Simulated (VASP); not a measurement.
# ScSn3Se (P6/mmm) in VASP: relaxation of cell and atoms with PBE

Aim: the relaxation of cell and atoms of ScSn3Se with PBE.

All numbers are computed with VASP 6.6.1; they aren't measurements. Logs are shortened: lines on timing, memory, paths and dates and some standing lists are left out, and cuts for length are marked.

## (1) The cell of the first run

Symmetry: P6/mmm, No. 191, hexagonal system. The conventional cell has a = 6.224 Å, b = 6.224 Å, c = 5.152 Å, α = 90.00°, β = 90.00°, γ = 120.00°. Within 3.4 Å of Sc (site symmetry 6/mmm) lie 2 Se at 2.58 Å and 6 Sn at 3.11 Å. Within 4.1 Å of Sn (site symmetry mmm) lie 4 Sn at 3.11 Å and 2 Sc at 3.11 Å and 4 Se at 4.04 Å. Se (site symmetry 6/mmm) has 2 Sc at 2.58 Å within 3.4 Å.

The cell was generated, and may not be a known phase.

## (2) Relaxation of cell and atoms, PBE

File INCAR:

```
ALGO = Normal
EDIFF = 1E-6
EDIFFG = -0.01
ENCUT = 600
GGA = PE
IBRION = 2
ISIF = 3
ISMEAR = 0
LASPH = True
LCHARG = False
LREAL = False
LWAVE = False
NELM = 100
NSW = 100
PREC = Accurate
SIGMA = 0.1
```

File KPOINTS:

```
k-points
0
Gamma
  6 6 8
```

File POSCAR:

```
ScSn3Se
1.0
    6.2241775469      0.0000000000      0.0000000000
   -3.1120887734      5.3902958733      0.0000000000
    0.0000000000      0.0000000000      5.1523642356
Sc Sn Se
1 3 1
Direct
    0.0000000000      0.0000000000      0.5000000000
    0.5000000000      0.0000000000      0.5000000000
    0.0000000000      0.5000000000      0.5000000000
    0.5000000000      0.5000000000      0.5000000000
    0.0000000000      0.0000000000      0.0000000000
```

Potentials or basis: VASP PAW PBE potentials, release 64 (Sc_sv, Sn_d, Se).

The run is started by

```bash
> cat potpaw_PBE.64/Sc_sv/POTCAR potpaw_PBE.64/Sn_d/POTCAR potpaw_PBE.64/Se/POTCAR > POTCAR
> mpirun -np 1 vasp_std > vasp.out
```

OUTCAR:

```text
EDIFF = 1E-6
   EDIFFG = -0.01
   ENCUT = 600
   GGA = PE
   IBRION = 2
   ISIF = 3
   ISMEAR = 0
   LASPH = True
   LREAL = False
   NELM = 100
   NSW = 100
   PREC = Accurate

 ion  position               nearest neighbor table
   1  0.000  0.000  0.500-   5 2.58   5 2.58   3 3.11   3 3.11   2 3.11   2 3.11   4 3.11   4 3.11

   2  0.500  0.000  0.500-   4 3.11   4 3.11   1 3.11   1 3.11   3 3.11   3 3.11
   3  0.000  0.500  0.500-   1 3.11   1 3.11   4 3.11   4 3.11   2 3.11   2 3.11
   4  0.500  0.500  0.500-   2 3.11   2 3.11   3 3.11   3 3.11   1 3.11   1 3.11
   5  0.000  0.000  0.000-   1 2.58   1 2.58

  LATTYP: Found a hexagonal cell.
 ALAT       =     6.2241775469
 C/A-ratio  =     0.8277984034

  Lattice vectors:

 A1 = (   6.2241775469,   0.0000000000,   0.0000000000)
 A2 = (  -3.1120887734,   5.3902958733,   0.0000000000)
 A3 = (   0.0000000000,   0.0000000000,   5.1523642356)

Analysis of symmetry for initial positions (statically):
=====================================================================
 Subroutine PRICEL returns:
 Original cell was already a primitive cell.

 Routine SETGRP: Setting up the symmetry group for a
 hexagonal supercell.

 Subroutine GETGRP returns: Found 24 space group operations
 (whereof 24 operations were pure point group operations)
 out of a pool of 24 trial point group operations.

The static configuration has the point symmetry D_6h.

Analysis of symmetry for dynamics (positions and initial velocities):
=====================================================================
 Subroutine PRICEL returns:
 Original cell was already a primitive cell.

 Routine SETGRP: Setting up the symmetry group for a
 hexagonal supercell.

 Subroutine GETGRP returns: Found 24 space group operations
 (whereof 24 operations were pure point group operations)
 out of a pool of 24 trial point group operations.

The dynamic configuration has the point symmetry D_6h.

 Subroutine INISYM returns: Found 24 space group operations
 (whereof 24 operations are pure point group operations),
 and found     1 'primitive' translations

----------------------------------------------------------------------------------------

                                     Primitive cell

  volume of cell :     172.8626

  direct lattice vectors                    reciprocal lattice vectors
     6.224177547  0.000000000  0.000000000     0.160663797  0.092759287  0.000000000
    -3.112088773  5.390295873  0.000000000     0.000000000  0.185518573  0.000000000
     0.000000000  0.000000000  5.152364236     0.000000000  0.000000000  0.194085657

  length of vectors
     6.224177547  6.224177547  5.152364236     0.185518573  0.185518573  0.194085657

  position of ions in fractional coordinates (direct lattice)
     0.000000000  0.000000000  0.500000000
     0.500000000  0.000000000  0.500000000
     0.000000000  0.500000000  0.500000000
     0.500000000  0.500000000  0.500000000
     0.000000000  0.000000000  0.000000000

  ion indices of the primitive-cell ions
   primitive index   ion index
                 1           1
                 2           2
                 3           3
                 4           4
                 5           5

----------------------------------------------------------------------------------------

 KPOINTS: k-points

Automatic generation of k-mesh.
 Grid dimensions read from file:
 generate k-points for:    6    6    8

 Generating k-lattice:

  Cartesian coordinates                     Fractional coordinates (reciprocal lattice)
     0.026777300  0.015459881  0.000000000     0.166666667  0.000000000  0.000000000
     0.000000000  0.030919762  0.000000000     0.000000000  0.166666667  0.000000000
     0.000000000  0.000000000  0.024260707     0.000000000  0.000000000  0.125000000

  Length of vectors
     0.030919762  0.030919762  0.024260707

  Shift w.r.t. Gamma in fractional coordinates (k-lattice)
     0.000000000  0.000000000  0.000000000

 Subroutine IBZKPT returns following result:
 ===========================================

 Found     35 irreducible k-points:

 Following reciprocal coordinates:
            Coordinates               Weight
  0.000000  0.000000  0.000000      1.000000
  0.166667  0.000000  0.000000      6.000000
  0.333333 -0.000000  0.000000      6.000000
  0.500000 -0.000000  0.000000      3.000000
  0.166667  0.166667  0.000000      6.000000
  0.333333  0.166667  0.000000     12.000000
[... 16 lines left out ...]
  0.166667  0.000000  0.375000     12.000000
  0.333333 -0.000000  0.375000     12.000000
 [... further k-points ...]
   k-points           NKPTS =     35   k-points in BZ     NKDIM =     35   number of bands    NBANDS=     35
   number of dos      NEDOS =    301   number of ions     NIONS =      5
   total plane-waves  NPLWV = 105000
   dimension x,y,z NGX =    50 NGY =   50 NGZ =   42
   dimension x,y,z NGXF=   100 NGYF=  100 NGZF=   84
   ions per type =               1   3   1
   NGX,Y,Z   is equivalent  to a cutoff of  13.35, 13.35, 13.55 a.u.
   NGXF,Y,Z  is equivalent  to a cutoff of  26.71, 26.71, 27.10 a.u.
 SYSTEM =  unknown system
   PREC   = accura    normal or accurate (medium, high low for compatibility)
   ISTART =      0    job   : 0-new  1-cont  2-samecut
   ICHARG =      2    charge: 1-file 2-atom 10-const
   ISPIN  =      1    spin polarized calculation?
   LNONCOLLINEAR =      F non collinear calculations
   LSORBIT =      F    spin-orbit coupling
   LASPH  =      T    aspherical Exc in radial PAW
   ENCUT  =  600.0 eV  44.10 Ry    6.64 a.u.  12.43 12.43 10.29*2*pi/ulx,y,z
   NELM   =    100;   NELMIN=  2; NELMDL= -5     # of ELM steps
   EDIFF  = 0.1E-05   stopping-criterion for ELM
   LREAL  =      F    real-space projection
   EDIFFG = -.1E-01   stopping-criterion for IOM
   NSW    =    100    number of steps for IOM
   IBRION =      2    ionic relax: 0-MD 1-quasi-New 2-CG
   NFREE  =      1    steps in history (QN), initial steepest desc. (CG)
   ISIF   =      3    stress and relaxation
   ISYM   =      2    0-nonsym 1-usesym 2-fastsym
   POTIM  = 0.5000    time-step for ionic-motion
   TEBEG  =    0.0;   TEEND  =   0.0 temperature during run
   PSTRESS=    0.0 pullay stress
   NELECT =      59.0000    total number of electrons
   NUPDOWN=      -1.0000    fix difference up-down
   EMIN   =  10.00;   EMAX   =-10.00  energy-range for DOS
   EFERMI =   0.00;   METHOD = LEGACY
   ISMEAR =     0;   SIGMA  =   0.10  broadening in eV -4-tet -1-fermi 0-gaus
   EFERMI_NEDOS =   21; number of points for ismear=-14 and -15
   IALGO  =     38    algorithm
   IMIX   =      4    mixing-type and parameters
     AMIX     =   0.40;   BMIX     =  1.00
     AMIX_MAG =   1.60;   BMIX_MAG =  1.00
  volume/ion in A,a.u.               =      34.57       233.31
  Fermi-wavevector in a.u.,A,eV,Ry     =   1.144085  2.162008 17.809094  1.308931
  Thomas-Fermi vector in A             =   2.280779
   LORBIT       =      0    0 simple, 1 ext, 2 COOP (PROOUT), +10 PAW based schemes
   GGA     = PE    functional components
   LHFCALC =     F    Hartree Fock is set to
   AEXX    =    0.0000 exact exchange contribution
   IVDW    =     0    specifies the selected vdW correction
   LEPSILON=     F    determine dielectric tensor
   LRPA    =     F    only Hartree local field effects (RPA)
 conjugate gradient relaxation of ions
 non-spin polarized calculation
 Gauss-broadening in eV      SIGMA  =   0.10
  energy-cutoff  :      600.00
  volume of cell :      172.86
 maximum number of plane-waves:      5816
 NGX is ok and might be reduce to    50
   NGX = 25   NGY = 25   NGZ = 21

--------------------------------------- Ionic step        1  -------------------------------------------

 number of electron      59.0000003 magnetization

 Free energy of the ion-electron system (eV)
  ---------------------------------------------------
  ext. energy  EPLUGINS =         0.00000000
  ---------------------------------------------------
  free energy    TOTEN  =       -22.28591468 eV

  energy without entropy =      -22.27973563  energy(sigma->0) =      -22.28282515

------------------------ aborting loop because EDIFF is reached ----------------------------------------

  FORCE on cell =-STRESS in cart. coord.  units (eV):
  Direction    XX          YY          ZZ          XY          YZ          ZX
  --------------------------------------------------------------------------------------
  -------------------------------------------------------------------------------------
  Total       -1.8569472     -1.8569472     -0.4259344     -0.0000000      0.0000000     -0.0000000
  in kB      -17.2111149    -17.2111149     -3.9477733     -0.0000000      0.0000000     -0.0000000
  external PRESSURE =     -12.7900011 kB  Pullay stress =       0.0000000 kB
[... 180 lines left out ...]
  energy  without entropy=      -22.3090802332  energy(sigma->0) =      -22.31278049

--------------------------------------- Ionic step        6  -------------------------------------------

 number of electron      58.9999995 magnetization

 Free energy of the ion-electron system (eV)
  ---------------------------------------------------
  ext. energy  EPLUGINS =         0.00000000
  ---------------------------------------------------
  free energy    TOTEN  =       -22.31647973 eV

  energy without entropy =      -22.30908418  energy(sigma->0) =      -22.31278195

 E-fermi :   3.9112     XC(G=0):  -8.6283

 val. band max:        3.8701919950   @ k =   0.3333   0.1667   0.2500
 cond. band min:       3.9539195880   @ k =   0.3333   0.3333   0.1250
 fundamental gap:      0.0837275931
 Fermi energy:         3.9111723868

 k-point     1 :       0.0000    0.0000    0.0000
  band No.  band energies     occupation
      1     -45.6689      2.00000
      2     -24.3491      2.00000
      3     -24.3491      2.00000
      4     -24.3017      2.00000
      5     -17.8207      2.00000
      6     -17.7239      2.00000
[... 901 lines left out ...]
     34       6.1797      0.00000
     35       6.5125      0.00000

 [... further k-points ...]

------------------------ aborting loop because EDIFF is reached ----------------------------------------

  FORCE on cell =-STRESS in cart. coord.  units (eV):
  Direction    XX          YY          ZZ          XY          YZ          ZX
  --------------------------------------------------------------------------------------
  -------------------------------------------------------------------------------------
  Total       -0.0287305     -0.0287305     -0.0017779     -0.0000000      0.0000000      0.0000000
  in kB       -0.2753107     -0.2753107     -0.0170368     -0.0000000      0.0000000      0.0000000
  external PRESSURE =      -0.1892194 kB  Pullay stress =       0.0000000 kB
[... 20 lines left out ...]
  FREE ENERGIE OF THE ION-ELECTRON SYSTEM (eV)
  ---------------------------------------------------
  free  energy   TOTEN  =       -22.3164797268 eV

  energy  without entropy=      -22.3090841764  energy(sigma->0) =      -22.31278195

 reached required accuracy - stopping structural energy minimisation
```

It took 7.7 min on 1 thread of AMD EPYC 9R45 (Zen 5), shared host; peak memory 0.47 GiB.

What came out:

```
Free energy                           : -22.3165 eV
Relaxed volume                        : 33.44 Å³/atom
Relaxed cell                          : a = 6.128 Å, b = 6.128 Å, c = 5.142 Å, α = 90.00°, β = 90.00°, γ = 120.00°
Space group after relaxing (to 0.1 Å) : P6/mmm (No. 191)
Energy gained by relaxing             : 6.1 meV/atom
Ionic steps                           : 6
Pressure after relaxing               : 0.0 GPa
Band gap on the k mesh                : zero (an odd number of electrons rules out a gap without spin polarisation)
```

The path:
```
step  energy change (eV)  largest force (eV/Å)  pressure (GPa)  volume (Å³)
   1              0.0000                0.0000           -1.28       172.86
   2             -0.0297                0.0000            0.26       166.04
   3             -0.0304                0.0000            0.05       166.92
   4             -0.0304                0.0000            0.01       167.04
   5             -0.0306                0.0000           -0.04       167.20
   6             -0.0306                0.0000           -0.02       167.20
```

Final structure:
```
Sc Sn Se
1.0
     6.12779    0.00000    0.00000
    -3.06389    5.30682    0.00000
     0.00000    0.00000    5.14154
Sc Sn Se
1 3 1
Cartesian
  0.0000 0.0000 2.5708
  3.0639 0.0000 2.5708
  -1.5319 2.6534 2.5708
  1.5319 2.6534 2.5708
  0.0000 0.0000 0.0000
```

Levels at points of the mesh, in eV from the Fermi level:
| k point | band 28 | band 29 | band 30 | band 31 | band 32 | band 33 |
| --- | --- | --- | --- | --- | --- | --- |
| (0.00, 0.00, 0.00) | -0.27 | -0.27 | -0.12 | 1.20 | 1.20 | 2.00 |
| (0.50, 0.00, 0.00) | -0.86 | -0.75 | 0.70 | 0.95 | 1.02 | 1.49 |
| (0.00, 0.00, 0.50) | -2.13 | -2.13 | -2.04 | 1.31 | 1.31 | 2.14 |
| (0.50, 0.00, 0.50) | -0.67 | -0.43 | 0.48 | 0.98 | 1.02 | 1.70 |

Caveat: spin-orbit coupling is left out, which moves the levels of the heavy elements.

The gap in the log of VASP goes by the Fermi energy; the results here count the filled bands.